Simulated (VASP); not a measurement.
# P (P4/nmm) in VASP: further runs, part 2 of 2

VASP 6.6.1. Earlier steps stand in the parts before.

## 3. Single point, r2SCAN

This run uses another cell than the first one, of 156.58 Å³/atom.

The input, POSCAR:

```
P
1.0
    9.2000000000      0.0000000000      0.0000000000
    0.0000000000      9.2000000000      0.0000000000
    0.0000000000      0.0000000000      7.4000000000
P
4
Direct
    0.5000000000      0.5000000000      0.0000000000
    0.0000000000      0.0000000000      0.0000000000
    0.0000000000      0.5000000000      0.6250000000
    0.5000000000      0.0000000000      0.3750000000
```

The input, INCAR.step1:

```
SYSTEM = P
ALGO = Normal ; EDIFF = 1E-4
ENCUT = 520 ; GGA = PE
ISMEAR = 0 ; LASPH = .True.
LCHARG = .False. ; LREAL = .False.
LWAVE = .True. ; NBANDS = 18
NELM = 100 ; PREC = Accurate
SIGMA = 0.02
```

The input, INCAR.step2:

```
SYSTEM = P
ALGO = Normal ; EDIFF = 1E-6
ENCUT = 520 ; ISIF = 2
ISMEAR = 0 ; ISTART = 1
LASPH = .True. ; LCHARG = .False.
LMIXTAU = .True. ; LREAL = .False.
LWAVE = .False. ; METAGGA = R2SCAN
NBANDS = 18 ; NELM = 100
PREC = Accurate ; SIGMA = 0.02
```

The input, KPOINTS:

```
k-points
0
Gamma
  4 4 4
  0 0 0
```

Potentials or basis: VASP PAW PBE potentials, release 64 (P).

Started as:

```bash
$ cat potpaw_PBE.64/P/POTCAR > POTCAR
$ cp INCAR.step1 INCAR
$ mpirun -np 1 vasp_std > vasp.out
$ cp INCAR.step2 INCAR
$ mpirun -np 1 vasp_std > vasp.out
```

OUTCAR:

```text
SYSTEM = P
   EDIFF = 1E-6
   ENCUT = 520
   ISIF = 2
   ISMEAR = 0
   ISTART = 1
   LASPH = .True.
   LREAL = .False.
   METAGGA = R2SCAN
   NELM = 100
   PREC = Accurate

 ion  position               nearest neighbor table
   1  0.500  0.500  0.000-
   2  0.000  0.000  0.000-
   3  0.000  0.500  0.625-
   4  0.500  0.000  0.375-

  LATTYP: Found a simple tetragonal cell.
 ALAT       =     9.2000000000
 C/A-ratio  =     0.8043478261

  Lattice vectors:

 A1 = (   9.2000000000,   0.0000000000,   0.0000000000)
 A2 = (   0.0000000000,   9.2000000000,   0.0000000000)
 A3 = (   0.0000000000,   0.0000000000,   7.4000000000)

Analysis of symmetry for initial positions (statically):
=====================================================================
 Subroutine PRICEL returns:
 Original cell was already a primitive cell.

 Routine SETGRP: Setting up the symmetry group for a
 simple tetragonal supercell.

 Subroutine GETGRP returns: Found 16 space group operations
 (whereof  8 operations were pure point group operations)
 out of a pool of 16 trial point group operations.

The static configuration has the point symmetry D_2d.
 The point group associated with its full space group is D_4h.

Analysis of symmetry for dynamics (positions and initial velocities):
=====================================================================
 Subroutine PRICEL returns:
 Original cell was already a primitive cell.

 Routine SETGRP: Setting up the symmetry group for a
 simple tetragonal supercell.

 Subroutine GETGRP returns: Found 16 space group operations
 (whereof  8 operations were pure point group operations)
 out of a pool of 16 trial point group operations.

The dynamic configuration has the point symmetry D_2d.
 The point group associated with its full space group is D_4h.
[... 112 lines left out ...]
   EFERMI_NEDOS =   21; number of points for ismear=-14 and -15
   IALGO  =     38    algorithm
   IMIX   =      4    mixing-type and parameters
     AMIX     =   0.40;   BMIX     =  1.00
     AMIX_MAG =   1.60;   BMIX_MAG =  1.00
  volume/ion in A,a.u.               =     156.58      1056.68
  Fermi-wavevector in a.u.,A,eV,Ry     =   0.519377  0.981479  3.670199  0.269752
  Thomas-Fermi vector in A             =   1.536721
   LORBIT       =      0    0 simple, 1 ext, 2 COOP (PROOUT), +10 PAW based schemes
   METAGGA = R2SCAN    functional components
   LHFCALC =     F    Hartree Fock is set to
   AEXX    =    0.0000 exact exchange contribution
   IVDW    =     0    specifies the selected vdW correction
   LEPSILON=     F    determine dielectric tensor
   LRPA    =     F    only Hartree local field effects (RPA)
 non-spin polarized calculation
 Gauss-broadening in eV      SIGMA  =   0.02
  energy-cutoff  :      520.00
  volume of cell :      626.34
 maximum number of plane-waves:     16940
 NGX is ok and might be reduce to    70
   NGX = 35   NGY = 35   NGZ = 27

 number of electron      20.0000004 magnetization

 Free energy of the ion-electron system (eV)
  ---------------------------------------------------
  ext. energy  EPLUGINS =         0.00000000
  ---------------------------------------------------
  free energy    TOTEN  =       -13.58590214 eV

  energy without entropy =      -13.57749255  energy(sigma->0) =      -13.58169735

 E-fermi :  -4.3867     XC(G=0):  -3.3037

 val. band max:       -4.3873498119   @ k =   0.2500   0.2500   0.0000
 cond. band min:      -4.3857522462   @ k =   0.5000   0.5000   0.2500
 fundamental gap:      0.0015975658
 Fermi energy:        -4.3866517624

 k-point     1 :       0.0000    0.0000    0.0000
  band No.  band energies     occupation
      1     -13.3426      2.00000
      2     -13.3209      2.00000
      3     -13.3119      2.00000
      4     -13.2965      2.00000
      5      -4.5779      2.00000
      6      -4.5779      2.00000
[... 355 lines left out ...]
      5      -4.5685      2.00000
      6      -4.5685      2.00000
[... 10 lines left out ...]
     17       1.7864      0.00000
     18       1.7864      0.00000

------------------------ aborting loop because EDIFF is reached ----------------------------------------

  FORCE on cell =-STRESS in cart. coord.  units (eV):
  Direction    XX          YY          ZZ          XY          YZ          ZX
  --------------------------------------------------------------------------------------
  -------------------------------------------------------------------------------------
  Total       -3.0010350     -3.0010350     -2.1264441      0.0000000      0.0000000      0.0000000
  in kB       -7.6766948     -7.6766948     -5.4394773      0.0000000      0.0000000      0.0000000
  external PRESSURE =      -6.9309556 kB  Pullay stress =       0.0000000 kB

 VOLUME and BASIS-vectors are now :
 -----------------------------------------------------------------------------
  energy-cutoff  :      520.00
  volume of cell :      626.34
      direct lattice vectors                 reciprocal lattice vectors
     9.200000000  0.000000000  0.000000000     0.108695652  0.000000000  0.000000000
     0.000000000  9.200000000  0.000000000     0.000000000  0.108695652  0.000000000
     0.000000000  0.000000000  7.400000000     0.000000000  0.000000000  0.135135135

 POSITION                                       TOTAL-FORCE (eV/Angst)
 -----------------------------------------------------------------------------------
      4.60000      4.60000      0.00000         0.000000     -0.000000      0.000000
      0.00000      0.00000      0.00000         0.000000      0.000000      0.000000
      0.00000      4.60000      4.62500         0.000000      0.000000      0.315008
      4.60000      0.00000      2.77500         0.000000     -0.000000     -0.315008
 -----------------------------------------------------------------------------------
    total drift:                               -0.000000      0.000000      0.000000

  FREE ENERGIE OF THE ION-ELECTRON SYSTEM (eV)
  ---------------------------------------------------
  free  energy   TOTEN  =       -13.5859021435 eV

  energy  without entropy=      -13.5774925492  energy(sigma->0) =      -13.58169735
```

OUTCAR.step1:

```text
SYSTEM = P
   EDIFF = 1E-4
   ENCUT = 520
   GGA = PE
   ISMEAR = 0
[... 601 lines left out ...]
      4.60000      4.60000      0.00000        -0.000000      0.000000      0.000000
      0.00000      0.00000      0.00000         0.000000     -0.000000      0.000000
      0.00000      4.60000      4.62500         0.000000      0.000000      0.293964
      4.60000      0.00000      2.77500         0.000000     -0.000000     -0.293964
 -----------------------------------------------------------------------------------
    total drift:                                0.000000      0.000000      0.000000

  FREE ENERGIE OF THE ION-ELECTRON SYSTEM (eV)
  ---------------------------------------------------
  free  energy   TOTEN  =        -1.1879750203 eV

  energy  without entropy=       -1.1795475494  energy(sigma->0) =       -1.18376128
```

OSZICAR.step1:

```text
N       E                     dE             d eps       ncg     rms          rms(c)
DAV:   1     0.800332566061E+02    0.80033E+02   -0.49466E+03   648   0.689E+02
DAV:   2     0.103439546511E+02   -0.69689E+02   -0.68620E+02   970   0.108E+02
DAV:   3    -0.794353978190E+00   -0.11138E+02   -0.10899E+02   706   0.411E+01
DAV:   4    -0.119730374856E+01   -0.40295E+00   -0.39769E+00   676   0.982E+00
DAV:   5    -0.120750232773E+01   -0.10199E-01   -0.10192E-01   706   0.165E+00    0.780E-01
DAV:   6    -0.216390151777E+01   -0.95640E+00   -0.43951E+00   778   0.168E+00    0.118E+01
DAV:   7    -0.118985650691E+01    0.97405E+00   -0.14522E+00   694   0.882E-01    0.303E-01
DAV:   8    -0.118707716977E+01    0.27793E-02   -0.19539E-02   668   0.481E-01    0.261E-01
DAV:   9    -0.118713405090E+01   -0.56881E-04   -0.35308E-03   832   0.174E-01    0.142E-01
DAV:  10    -0.118771870688E+01   -0.58466E-03   -0.67118E-04   678   0.110E-01    0.635E-02
DAV:  11    -0.118793058859E+01   -0.21188E-03   -0.22539E-04   404   0.534E-02    0.687E-02
DAV:  12    -0.118797502027E+01   -0.44432E-04   -0.11484E-04   398   0.319E-02
   1 F= -.11879750E+01 E0= -.11837613E+01  d E =-.842747E-02
```

Run time: 17 min. Hardware: 1 thread of Intel Xeon 6975P-C (Granite Rapids), shared host; peak memory 0.69 GiB.

Results:

- Free energy: -13.5859 eV
- Pressure: -0.7 GPa
- Largest force: 0.315 eV/Å
- Band gap on the k mesh: zero (bands 10 and 11 overlap by 0.03 eV)

Forces in eV/Å, atoms in the order of the input:
```
P    0.000  0.000  0.000
P    0.000  0.000  0.000
P    0.000  0.000  0.315
P    0.000  0.000 -0.315
```

Levels at points of the mesh, in eV from the Fermi level:
```csv
k point,band 6,band 7,band 8,band 9,band 10,band 11,band 12,band 13,band 14,band 15
"(0.00, 0.00, 0.00)",-0.19,-0.09,-0.09,-0.09,0.00,0.01,0.08,0.12,0.12,0.12
"(0.50, 0.00, 0.00)",-0.14,-0.09,-0.09,-0.07,-0.07,0.06,0.06,0.07,0.07,0.12
"(0.50, 0.50, 0.00)",-0.13,-0.08,-0.08,-0.04,-0.04,0.02,0.02,0.06,0.06,0.10
"(0.00, 0.00, 0.50)",-0.14,-0.09,-0.09,-0.05,-0.03,-0.02,0.00,0.08,0.08,0.11
"(0.50, 0.00, 0.50)",-0.13,-0.11,-0.11,-0.11,-0.11,0.08,0.08,0.09,0.09,0.09
"(0.50, 0.50, 0.50)",-0.18,-0.17,-0.17,0.02,0.02,0.02,0.02,0.11,0.11,0.12
```

Caveat: the PAW data sets were made with another functional, which shifts forces and pressure a little.
